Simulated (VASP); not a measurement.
Set up this calculation in VASP 6.6.1, as the native input.

* Task: single point
* Functional: PBE
* Dispersion: D3(BJ)
* Potentials or basis: VASP PAW PBE potentials, release 64 (O, H, Mg, Cl)
* Cutoff: 520 eV
* k mesh: 1 × 1 × 1
* Occupations: fermi-dirac, width 0.02 eV
* Spin: no spin polarisation
* Dipole correction: no
* Further INCAR settings: LREAL = Auto; ALGO = Normal; EDIFF = 1e-07; NBANDS = 70

The structure of MgH20Cl2O10 lies in POSCAR:

```
MgH20Cl2O10
1.0
    7.8068320000      0.0000000000      0.0000000000
    0.0000000000      7.8068320000      0.0000000000
    0.0000000000      0.0000000000      7.8068320000
O H Mg Cl
10 20 1 2
Direct
    0.6820564347      0.9497962810      0.6681839701
    0.7852096728      0.2633334495      1.0808609690
    0.2460152851      0.2250464721      0.5662091870
    0.6563353739      0.6134754789      0.0111953223
    0.6042784064      0.6507633314      0.5091822137
    0.1240836232      0.6414509752      1.0371044234
    0.4451997942      0.1811105965      0.1219316619
    0.4545121504      0.8550331300      0.2083047259
    0.1284644014      0.9488740119      0.8525609364
    0.3479132124      0.5230931061      0.4019043832
    0.7606798763      0.9715080330      0.5720117968
    0.7019236484      1.0526164775      0.7354968059
    0.8675221908      0.1926261510      1.1424608599
    0.8406995309      0.2892466496      0.9656926139
    0.1242117161      0.2542132327      0.5840653417
    0.2520868900      0.1345231971      0.4810786245
    0.7042037026      0.5434086451      0.0993360687
    0.7318077294      0.6148716919     -0.0854251763
    0.5762772915      0.7672894716      0.5465725406
    0.6839265915      0.5966440677      0.5978993784
    0.1217010946      0.7522897893      0.9631179459
    0.1481779037      0.5478278513      0.9534853574
    0.4000854636      0.2586708667      0.2096625110
    0.5611495162      0.2360752736      0.1075596349
    0.4619799683      0.9788861858      0.1917166912
    0.5409748794      0.7864393649      0.1407869415
    0.1493435493      0.9377939733      0.7262228776
    0.2123908904      1.0341198581      0.8819326457
    0.4559211726      0.5584339461      0.4650413894
    0.2963814259      0.4262292310      0.4678210060
    0.2521637458      0.7051003531      0.2538417632
    1.0626077262     -0.1063683707      0.3773617775
    0.9117526802      0.4274717325      0.7228668428
```

The input as run:

INCAR

```
SYSTEM = MgH20Cl2O10
PREC = Accurate ; ENCUT = 520
EDIFF = 1E-7 ; ISMEAR = -1
SIGMA = 0.02 ; LREAL = Auto
LASPH = .TRUE. ; NELM = 60
ALGO = Normal ; ISIF = 2
LWAVE = .FALSE. ; LCHARG = .FALSE.
GGA = PE ; IVDW = 12
NBANDS = 70
```

KPOINTS

```
Automatic mesh
0
G
  1 1 1
  0 0 0
```

Potentials or basis: VASP PAW PBE potentials, release 64 (O, H, Mg, Cl).

Command:

```bash
$ cat potpaw_PBE.64/O/POTCAR potpaw_PBE.64/H/POTCAR potpaw_PBE.64/Mg/POTCAR potpaw_PBE.64/Cl/POTCAR > POTCAR
$ mpirun -np 1 vasp_gam > vasp.out
```

It gave:

```yaml
Pressure: -1.3 GPa
Largest_force: 2.270 eV/Å
Band_gap_on_the_k_mesh: 3.79 eV
Dispersion_energy_per_atom: -0.036 eV
```

Caveat: the k points lie up to 0.80 Å⁻¹ apart.

Wall time 77 s on 1 thread of Intel(R) Xeon(R) Platinum 8259CL CPU @ 2.50GHz (Skylake/Cascade Lake), with other jobs on the host, peak memory 0.46 GiB.
